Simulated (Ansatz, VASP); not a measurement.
In3As in VASP and in Ansatz

INCAR

```
SYSTEM = In3As
PREC = Accurate
ENCUT = 520
EDIFF = 1E-7
ISMEAR = -1
SIGMA = 0.05
LREAL = .FALSE.
LASPH = .TRUE.
NELM = 80
ALGO = Normal
ISIF = 2
LWAVE = .FALSE.
LCHARG = .FALSE.
GGA = PE
NBANDS = 30
```

KPOINTS

```
Automatic mesh
0
G
  5 5 5
  0 0 0
```

POSCAR

```
In3As
1.0
    4.4848137600      0.0000000000      0.0000000000
    0.0000000000      4.4848137600      0.0000000000
    0.0000000000      0.0000000000      4.6716810000
In As
3 1
Direct
    0.5000000000      0.5000000000      0.0000000000
    0.5000000000      0.0000000000      0.5000000000
    0.0000000000      0.5000000000      0.5000000000
    0.0000000000      0.0000000000      0.0000000000
```

input.yaml

```yaml
crystal:
  lattice:
    - [4.48481376, 0.0, 0.0]
    - [0.0, 4.48481376, 0.0]
    - [0.0, 0.0, 4.671681]
  atoms:
    - { symbol: In, position: [0.5, 0.5, 0.0] }
    - { symbol: In, position: [0.5, 0.0, 0.5] }
    - { symbol: In, position: [0.0, 0.5, 0.5] }
    - { symbol: As, position: [0.0, 0.0, 0.0] }
hamiltonian:
  xc: pbe
  pseudopotentials: { kind: paw }
kpoints:
  mp_grid: { grid: [5, 5, 5] }
  band_path:
    path:
      - [[0.0, 0.0, 0.0], [0.0, 0.5, 0.0], [0.5, 0.5, 0.0], [0.0, 0.0, 0.0], [0.0, 0.0, 0.5], [0.0, 0.5, 0.5], [0.5, 0.5, 0.5], [0.0, 0.0, 0.5]]
      - [[0.0, 0.5, 0.0], [0.0, 0.5, 0.5]]
      - [[0.5, 0.5, 0.0], [0.5, 0.5, 0.5]]
    npoints: 14
scf:
  occupations: { method: fermi_dirac, width: 0.05 }
  n_extra_bands: 10
output:
  forces: true
  stress: true
  eigenvalues: true
  fatbands: true
```

Alike in both runs: functional PBE; k mesh 5 × 5 × 5; occupations fermi-dirac, width 0.05 eV; no spin polarisation.

|  | VASP | Ansatz |
| --- | --- | --- |
| version | VASP 6.6.1 | Ansatz 0.2.0 |
| potentials or method | VASP PAW PBE potentials, release 64 (In_d, As) | Ansatz PAW |
| plane-wave cutoff (eV) | 520 | 420 |
| valence electrons in the cell | 44 | 54 |
| task | single point | band structure |

|  | VASP | Ansatz | Ansatz less VASP |
| --- | --- | --- | --- |
| gap on the k mesh at the Fermi level (eV) | none | none | - |
| pressure (GPa) | 5.0 | 5.0 | 0.00 |
| traceless stress, the component that is largest in VASP (GPa) | 1.01 | 1.01 | -0.006 |

A gap of «none» marks a metal or a gap that the smearing closes. VASP's potentials hold 44 valence electrons a cell and Ansatz's 54, so a difference there can come from the potentials and not from the codes.
